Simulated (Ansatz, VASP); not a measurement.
**One calculation of Sn, two programs**

The input INCAR:

```
SYSTEM = Sn
ALGO     = Normal         ! electronic algorithm
EDIFF    = 1E-6           ! SCF threshold, eV
EDIFFG   = -0.05          ! ionic threshold
ENCUT    = 600            ! plane-wave cutoff, eV
GGA      = PE             ! functional
IBRION   = 2              ! ionic algorithm
ISIF     = 3              ! what is computed and relaxed
ISMEAR   = 0              ! smearing method
IVDW     = 12             ! dispersion correction
LASPH    = .TRUE.         ! aspherical terms in the spheres
LCHARG   = .FALSE.        ! write CHGCAR
LREAL    = .FALSE.        ! projectors in reciprocal space
LWAVE    = .FALSE.        ! write WAVECAR
NELM     = 80             ! most SCF steps
NSW      = 80             ! ionic steps
PREC     = Accurate       ! precision mode
SIGMA    = 0.1            ! smearing width, eV
```

The input KPOINTS:

```
k-points
0
G
  6 6 4
  0 0 0
```

File POSCAR:

```
Sn
1.0
    3.6323590069      0.0000000000      0.0000000000
   -1.8161795034      3.1457151756      0.0000000000
    0.0000000000      0.0000000000      5.2574241440
Sn
2
Direct
    0.3333333333      0.6666666667      0.0000000000
    0.6666666667      0.3333333333      0.0000000000
```

Input for Ansatz:

```yaml
crystal:
  lattice:
    - [3.6323590069, 0.0, 0.0]
    - [-1.8161795034, 3.1457151756, 0.0]
    - [0.0, 0.0, 5.257424144]
  atoms:
    - { symbol: Sn, position: [0.3333333333, 0.6666666667, 0.0] }
    - { symbol: Sn, position: [0.6666666667, 0.3333333333, 0.0] }
basis:
  ecutwfc: 420
kpoints:
  mp_grid: { grid: [6, 6, 4] }
hamiltonian:
  xc: pbe
  dispersion: d3bj
scf:
  occupations: { method: gaussian, width: 0.1 }
output:
  forces: true
  stress: true
  eigenvalues: true
relax:
  adjacent_minimum: "off"
  f_tol: 0.05
  max_steps: 60
  cell: { stress_tol: 0.5 }
```

Alike in both runs: task relaxation of cell and atoms; functional PBE; dispersion D3(BJ); k mesh 6 × 6 × 4; occupations gaussian, width 0.1 eV; no spin polarisation.

```csv
,VASP,Ansatz
version,VASP 6.6.1,Ansatz 0.2.0
potentials or method,"VASP PAW PBE potentials, release 64 (Sn_d), cutoff 600 eV","scalar-relativistic, plane waves, PAW"
valence electrons in the cell,28,28
```

```tsv
	VASP	Ansatz	Ansatz less VASP
gap on the k mesh at the Fermi level, each at its own relaxed structure (eV)	none	none	-
relaxed volume (Å³/atom)	34.81	34.97	+0.151
relaxed length of the cell vector where the two differ most in proportion (Å)	5.270	5.283	+0.0137
```

A gap of «none» marks a metal or a gap that the smearing closes.

Noted on VASP's run: the volume moved by over 15 % at a fixed basis, so the end points are rough.
